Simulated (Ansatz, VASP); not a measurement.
# Y in VASP and in Ansatz

File INCAR:

```
PREC = Accurate
ENCUT = 520
EDIFF = 1E-6
ISMEAR = -1
SIGMA = 0.01
LREAL = F
LASPH = T
NELM = 100
ALGO = Normal
ISIF = 2
LWAVE = F
LCHARG = T
GGA = PE
LELF = T
LVHAR = T
NBANDS = 18
```

KPOINTS

```
regular mesh
0
Gamma
  10 10 6
```

Contents of POSCAR:

```
Y
1.0
    3.6535431712      0.0000000000      0.0000000000
   -1.8267715856      3.1640612001      0.0000000000
    0.0000000000      0.0000000000      5.6988610241
Y
2
Direct
    0.3333333333      0.6666666667      0.2500000000
    0.6666666667      0.3333333333      0.7500000000
```

Input for Ansatz:

```yaml
crystal:
  lattice:
    - [3.6535431712, 0.0, 0.0]
    - [-1.8267715856, 3.1640612001, 0.0]
    - [0.0, 0.0, 5.6988610241]
  atoms:
    - { symbol: "Y", position: [0.3333333333, 0.6666666667, 0.25] }
    - { symbol: "Y", position: [0.6666666667, 0.3333333333, 0.75] }
hamiltonian:
  xc: pbe
  pseudopotentials:
    kind: paw
    azcp:
      "Y": "pseudopotentials/Y.paw.azcp"
basis:
  ecutwfc: 420
  fft_grid_basis: typed
kpoints:
  mp_grid: { grid: [10, 10, 6], shift: [0, 0, 0] }
magnetization:
  spin_polarized: false
scf:
  occupations: { method: fermi_dirac, width: 0.01 }
  lower_state_search: "off"
output:
  stress: true
```

Alike in both runs: task single point; functional PBE; k mesh 10 × 10 × 6; occupations fermi-dirac, width 0.01 eV; no spin polarisation.

```csv
,VASP,Ansatz
version,VASP 6.6.1,Ansatz 0.2.0
potentials or method,"VASP PAW PBE potentials, release 64 (Y_sv), cutoff 520 eV","plane waves (420 eV) with PAW, scalar-relativistic"
valence electrons in the cell,22,22
```

```tsv
	VASP	Ansatz	Ansatz less VASP
pressure (GPa)	-0.3	-0.2	+0.11
traceless stress, the component that is largest in VASP (GPa)	-0.44	-0.44	-0.005
```

With one functional, cell and mesh, what is left measures potentials, basis and numerics.
